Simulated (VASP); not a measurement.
# Cd4C3 (P6/mmm) in VASP: single point with PBE

Aim: the single point of Cd4C3 with PBE.

Everything below comes from runs of VASP 6.6.1. Logs are shortened: lines on timing, memory, paths and dates and some standing lists are left out, and cuts for length are marked.

### 1 The cell of the first run

It takes space group P6/mmm (No. 191, hexagonal). Conventional cell: a = 4.367 Å, b = 4.367 Å, c = 7.127 Å, α = 90.00°, β = 90.00°, γ = 120.00°. Cd (site symmetry 6mm) has 6 C at 2.67 Å and 7 Cd at 3.06 to 3.24 Å within 3.5 Å. Within 3.3 Å of Cd (site symmetry -6m2) lie 9 Cd at 2.52 to 3.24 Å. Within 2.9 Å of C (site symmetry mmm) lie 4 C at 2.18 Å and 4 Cd at 2.67 Å.

The cell was generated, and may not be a known phase.

### 2 Single point, PBE, collinear spin

INCAR reads:

```
PREC = Accurate
ENCUT = 520
EDIFF = 1E-7
ISMEAR = 0
SIGMA = 0.1
LREAL = F
LASPH = T
NELM = 150
ALGO = Normal
ISIF = 2
LWAVE = F
LCHARG = F
ISPIN = 2
MAGMOM = 0 0 0 0 1 1 1
LORBIT = 11
GGA = PE
NBANDS = 43
```

KPOINTS reads:

```
regular mesh
0
Gamma
  6 6 4
```

POSCAR reads:

```
Cd4C3
1.0
    4.3668697356      0.0000000000      0.0000000000
   -2.1834348678      3.7818201260      0.0000000000
    0.0000000000      0.0000000000      7.1266981952
Cd C
4 3
Direct
    0.0000000000      0.0000000000      0.2146397842
    0.0000000000      0.0000000000      0.7853602158
    0.3333333333      0.6666666667      0.5000000000
    0.6666666667      0.3333333333      0.5000000000
    0.0000000000      0.5000000000      0.0000000000
    0.5000000000      0.0000000000      0.0000000000
    0.5000000000      0.5000000000      0.0000000000
```

Potentials or basis: VASP PAW PBE potentials, release 64 (Cd, C).

Started as:

```console
cat potpaw_PBE.64/Cd/POTCAR potpaw_PBE.64/C/POTCAR > POTCAR
mpirun -np 1 vasp_std > vasp.out
```

OUTCAR:

```text
PREC = Accurate
   ENCUT = 520
   EDIFF = 1E-7
   ISMEAR = 0
   LREAL = F
   LASPH = T
   NELM = 150
   ISIF = 2
   ISPIN = 2
   LORBIT = 11
   GGA = PE

 ion  position               nearest neighbor table
   1  0.000  0.000  0.215-   5 2.67   7 2.67   5 2.67   7 2.67   6 2.67   6 2.67   2 3.06   3 3.24
                             4 3.24   4 3.24   3 3.24   4 3.24   3 3.24
   2  0.000  0.000  0.785-   5 2.67   7 2.67   5 2.67   7 2.67   6 2.67   6 2.67   1 3.06   3 3.24
                             4 3.24   4 3.24   3 3.24   4 3.24   3 3.24
   3  0.333  0.667  0.500-   4 2.52   4 2.52   4 2.52   1 3.24   2 3.24   2 3.24   1 3.24   2 3.24
                             1 3.24
   4  0.667  0.333  0.500-   3 2.52   3 2.52   3 2.52   1 3.24   2 3.24   1 3.24   2 3.24   1 3.24
                             2 3.24
   5  0.000  0.500  0.000-   1 2.67   2 2.67   1 2.67   2 2.67
   6  0.500  0.000  0.000-   1 2.67   2 2.67   1 2.67   2 2.67
   7  0.500  0.500  0.000-   1 2.67   2 2.67   1 2.67   2 2.67

  LATTYP: Found a hexagonal cell.
 ALAT       =     4.3668697356
 C/A-ratio  =     1.6319923943

  Lattice vectors:

 A1 = (   4.3668697356,   0.0000000000,   0.0000000000)
 A2 = (  -2.1834348678,   3.7818201260,   0.0000000000)
 A3 = (   0.0000000000,   0.0000000000,   7.1266981952)

Analysis of symmetry for initial positions (statically):
=====================================================================
 Subroutine PRICEL returns:
 Original cell was already a primitive cell.

 Routine SETGRP: Setting up the symmetry group for a
 hexagonal supercell.

 Subroutine GETGRP returns: Found 24 space group operations
 (whereof 24 operations were pure point group operations)
 out of a pool of 24 trial point group operations.

The static configuration has the point symmetry D_6h.

Analysis of symmetry for dynamics (positions and initial velocities):
=====================================================================
 Subroutine PRICEL returns:
 Original cell was already a primitive cell.

 Routine SETGRP: Setting up the symmetry group for a
 hexagonal supercell.

 Subroutine GETGRP returns: Found 24 space group operations
 (whereof 24 operations were pure point group operations)
 out of a pool of 24 trial point group operations.

The dynamic configuration has the point symmetry D_6h.

Analysis of structural, dynamic, and magnetic symmetry:
=====================================================================
 Subroutine PRICEL returns:
 Original cell was already a primitive cell.

 Routine SETGRP: Setting up the symmetry group for a
 hexagonal supercell.

 Subroutine GETGRP returns: Found 24 space group operations
 (whereof 24 operations were pure point group operations)
 out of a pool of 24 trial point group operations.

The overall configuration has the point symmetry D_6h.

 Subroutine INISYM returns: Found 24 space group operations
 (whereof 24 operations are pure point group operations),
 and found     1 'primitive' translations

----------------------------------------------------------------------------------------

                                     Primitive cell

  volume of cell :     117.6954

  direct lattice vectors                    reciprocal lattice vectors
     4.366869736  0.000000000  0.000000000     0.228996984  0.132211470  0.000000000
    -2.183434868  3.781820126  0.000000000     0.000000000  0.264422941  0.000000000
     0.000000000  0.000000000  7.126698195     0.000000000  0.000000000  0.140317433

  length of vectors
     4.366869736  4.366869736  7.126698195     0.264422941  0.264422941  0.140317433

  position of ions in fractional coordinates (direct lattice)
     0.000000000  0.000000000  0.214639784
     0.000000000  0.000000000  0.785360216
     0.333333333  0.666666667  0.500000000
     0.666666667  0.333333333  0.500000000
     0.000000000  0.500000000  0.000000000
     0.500000000  0.000000000  0.000000000
     0.500000000  0.500000000  0.000000000

  ion indices of the primitive-cell ions
   primitive index   ion index
                 1           1
[... 55 lines left out ...]
  0.333333  0.333333  0.500000      2.000000
   k-points           NKPTS =     21   k-points in BZ     NKDIM =     21   number of bands    NBANDS=     43
   number of dos      NEDOS =    301   number of ions     NIONS =      7
   total plane-waves  NPLWV =  55296
   dimension x,y,z NGX =    32 NGY =   32 NGZ =   54
   dimension x,y,z NGXF=    64 NGYF=   64 NGZF=  108
   ions per type =               4   3
   NGX,Y,Z   is equivalent  to a cutoff of  12.18, 12.18, 12.60 a.u.
   NGXF,Y,Z  is equivalent  to a cutoff of  24.36, 24.36, 25.19 a.u.
 SYSTEM =  unknown system
   PREC   = accura    normal or accurate (medium, high low for compatibility)
   ISTART =      0    job   : 0-new  1-cont  2-samecut
   ICHARG =      2    charge: 1-file 2-atom 10-const
   ISPIN  =      2    spin polarized calculation?
   LNONCOLLINEAR =      F non collinear calculations
   LSORBIT =      F    spin-orbit coupling
   LASPH  =      T    aspherical Exc in radial PAW
   ENCUT  =  520.0 eV  38.22 Ry    6.18 a.u.   8.12  8.12 13.25*2*pi/ulx,y,z
   NELM   =    150;   NELMIN=  2; NELMDL= -5     # of ELM steps
   EDIFF  = 0.1E-06   stopping-criterion for ELM
   LREAL  =      F    real-space projection
   EDIFFG = 0.1E-05   stopping-criterion for IOM
   NSW    =      0    number of steps for IOM
   IBRION =     -1    ionic relax: 0-MD 1-quasi-New 2-CG
   NFREE  =      0    steps in history (QN), initial steepest desc. (CG)
   ISIF   =      2    stress and relaxation
   ISYM   =      2    0-nonsym 1-usesym 2-fastsym
   POTIM  = 0.5000    time-step for ionic-motion
   TEBEG  =    0.0;   TEEND  =   0.0 temperature during run
   PSTRESS=    0.0 pullay stress
   NELECT =      60.0000    total number of electrons
   NUPDOWN=      -1.0000    fix difference up-down
   EMIN   =  10.00;   EMAX   =-10.00  energy-range for DOS
   EFERMI =   0.00;   METHOD = LEGACY
   ISMEAR =     0;   SIGMA  =   0.10  broadening in eV -4-tet -1-fermi 0-gaus
   EFERMI_NEDOS =   21; number of points for ismear=-14 and -15
   IALGO  =     38    algorithm
   IMIX   =      4    mixing-type and parameters
     AMIX     =   0.40;   BMIX     =  1.00
     AMIX_MAG =   1.60;   BMIX_MAG =  1.00
  volume/ion in A,a.u.               =      16.81       113.46
  Fermi-wavevector in a.u.,A,eV,Ry     =   1.307792  2.471369 23.270324  1.710321
  Thomas-Fermi vector in A             =   2.438503
   LORBIT       =     11    0 simple, 1 ext, 2 COOP (PROOUT), +10 PAW based schemes
   GGA     = PE    functional components
   LHFCALC =     F    Hartree Fock is set to
   AEXX    =    0.0000 exact exchange contribution
   IVDW    =     0    specifies the selected vdW correction
   LEPSILON=     F    determine dielectric tensor
   LRPA    =     F    only Hartree local field effects (RPA)
 spin polarized calculation
 Gauss-broadening in eV      SIGMA  =   0.10
  energy-cutoff  :      520.00
  volume of cell :      117.70
 maximum number of plane-waves:      3186
   NGX = 17   NGY = 17   NGZ = 27

 number of electron      60.0000019 magnetization       0.0002673

 number of electron      60.0000019 magnetization      -0.0000950

 Free energy of the ion-electron system (eV)
  ---------------------------------------------------
  ext. energy  EPLUGINS =         0.00000000
  ---------------------------------------------------
  free energy    TOTEN  =       -16.70893103 eV

  energy without entropy =      -16.70237218  energy(sigma->0) =      -16.70565160

 E-fermi :   2.8704     XC(G=0): -10.8813

 val. band max:        2.8531249604   @ k =   0.3333   0.0000   0.5000
 cond. band min:       2.9586394577   @ k =   0.1667   0.1667   0.0000
 fundamental gap:      0.1055144973
 Fermi energy:         2.8704342956

 spin component 1

 k-point     1 :       0.0000    0.0000    0.0000
  band No.  band energies     occupation
      1     -10.4971      1.00000
      2      -7.3152      1.00000
      3      -6.8091      1.00000
      4      -6.8091      1.00000
      5      -6.7939      1.00000
      6      -6.7939      1.00000
[... 934 lines left out ...]
     41      11.4622      0.00000
     42      11.4622      0.00000
 Fermi energy:         2.8704342956

 spin component 2

 k-point     1 :       0.0000    0.0000    0.0000
  band No.  band energies     occupation
      1     -10.4971      1.00000
      2      -7.3152      1.00000
      3      -6.8091      1.00000
      4      -6.8091      1.00000
      5      -6.7939      1.00000
      6      -6.7939      1.00000
[... 934 lines left out ...]
     41      11.4622      0.00000
     42      11.4622      0.00000
 [bands above 42 left out]

------------------------ aborting loop because EDIFF is reached ----------------------------------------

  FORCE on cell =-STRESS in cart. coord.  units (eV):
  Direction    XX          YY          ZZ          XY          YZ          ZX
  --------------------------------------------------------------------------------------
  -------------------------------------------------------------------------------------
  Total        0.5701062      0.5701062      0.4984421      0.0000000      0.0000000      0.0000000
  in kB        7.7608071      7.7608071      6.7852493      0.0000000      0.0000000      0.0000000
  external PRESSURE =       7.4356212 kB  Pullay stress =       0.0000000 kB

 VOLUME and BASIS-vectors are now :
 -----------------------------------------------------------------------------
  energy-cutoff  :      520.00
  volume of cell :      117.70
      direct lattice vectors                 reciprocal lattice vectors
     4.366869736  0.000000000  0.000000000     0.228996984  0.132211470  0.000000000
    -2.183434868  3.781820126  0.000000000     0.000000000  0.264422941  0.000000000
     0.000000000  0.000000000  7.126698195     0.000000000  0.000000000  0.140317433

 POSITION                                       TOTAL-FORCE (eV/Angst)
 -----------------------------------------------------------------------------------
      0.00000      0.00000      1.52967         0.000000      0.000000      0.030380
      0.00000      0.00000      5.59703        -0.000000     -0.000000     -0.030380
     -0.00000      2.52121      3.56335         0.000000     -0.000000      0.000000
      2.18343      1.26061      3.56335        -0.000000     -0.000000     -0.000000
     -1.09172      1.89091      0.00000        -0.000000     -0.000000      0.000000
      2.18343      0.00000      0.00000        -0.000000     -0.000000      0.000000
      1.09172      1.89091      0.00000        -0.000000     -0.000000      0.000000
 -----------------------------------------------------------------------------------
    total drift:                                0.000000     -0.000000      0.000000

  FREE ENERGIE OF THE ION-ELECTRON SYSTEM (eV)
  ---------------------------------------------------
  free  energy   TOTEN  =       -16.7089310251 eV

  energy  without entropy=      -16.7023721844  energy(sigma->0) =      -16.70565160

 total charge

# of ion       s       p       d       tot
------------------------------------------
    1        0.464   0.243   9.535  10.241
    2        0.464   0.243   9.535  10.241
    3        0.629   0.357   9.493  10.478
    4        0.629   0.357   9.493  10.478
    5        1.008   1.044   0.000   2.052
    6        1.008   1.044   0.000   2.052
    7        1.008   1.044   0.000   2.052
--------------------------------------------------
tot          5.209   4.330  38.056  47.595

 magnetization (x)

# of ion       s       p       d       tot
------------------------------------------
    1       -0.000  -0.000  -0.000  -0.000
    2       -0.000  -0.000  -0.000  -0.000
    3        0.000  -0.000   0.000  -0.000
    4        0.000  -0.000   0.000  -0.000
    5        0.000   0.000   0.000   0.000
    6        0.000   0.000   0.000   0.000
    7        0.000   0.000   0.000   0.000
--------------------------------------------------
tot          0.000   0.000  -0.000   0.000
```

Run time: 2.9 min. Hardware: 1 thread of Intel Xeon Platinum 8259CL at 2.50GHz (Skylake/Cascade Lake), shared host; peak memory 0.34 GiB.

Results:

| Quantity | Value |
| --- | --- |
| Free energy | -16.7089 eV |
| Pressure | 0.7 GPa |
| Largest force | 0.030 eV/Å |
| Band gap on the k mesh | zero (filled and empty bands overlap) |
| Net moment | 0.00 μB per cell |
| Valence electrons inside the program's atomic spheres | Cd 10.24, 10.48 (each value once); C 2.05 |

Forces in eV/Å, atoms in the order of the input:
```
Cd   0.000  0.000  0.030
Cd   0.000  0.000 -0.030
Cd   0.000  0.000  0.000
Cd   0.000  0.000  0.000
C    0.000  0.000  0.000
C    0.000  0.000  0.000
C    0.000  0.000  0.000
```

Levels at points of the mesh, in eV from the Fermi level:
Spin up:
```csv
k point,band 28,band 29,band 30,band 31,band 32,band 33
"(0.00, 0.00, 0.00)",-3.05,-0.16,1.09,1.36,1.36,3.71
"(0.50, 0.00, 0.00)",-2.48,0.33,0.45,1.06,1.12,1.36
"(0.00, 0.00, 0.50)",-3.02,-2.93,1.29,1.29,2.65,3.89
"(0.50, 0.00, 0.50)",-0.86,-0.41,0.29,0.73,0.83,1.06
```
Spin down:
```
           k point  band 26  band 27  band 28  band 29  band 30  band 31  band 32  band 33  band 34  band 35
(0.00, 0.00, 0.00)    -5.30    -3.05    -3.05    -0.16     1.09     1.36     1.36     3.71     3.71     4.99
(0.50, 0.00, 0.00)    -4.04    -3.27    -2.48     0.33     0.45     1.06     1.12     1.36     1.74     1.77
(0.00, 0.00, 0.50)    -3.36    -3.02    -3.02    -2.93     1.29     1.29     2.65     3.89     3.89     3.99
(0.50, 0.00, 0.50)    -4.87    -1.51    -0.86    -0.41     0.29     0.73     0.83     1.06     1.62     1.86
```

The gap in the log of VASP goes by the Fermi energy; the results here count the filled bands.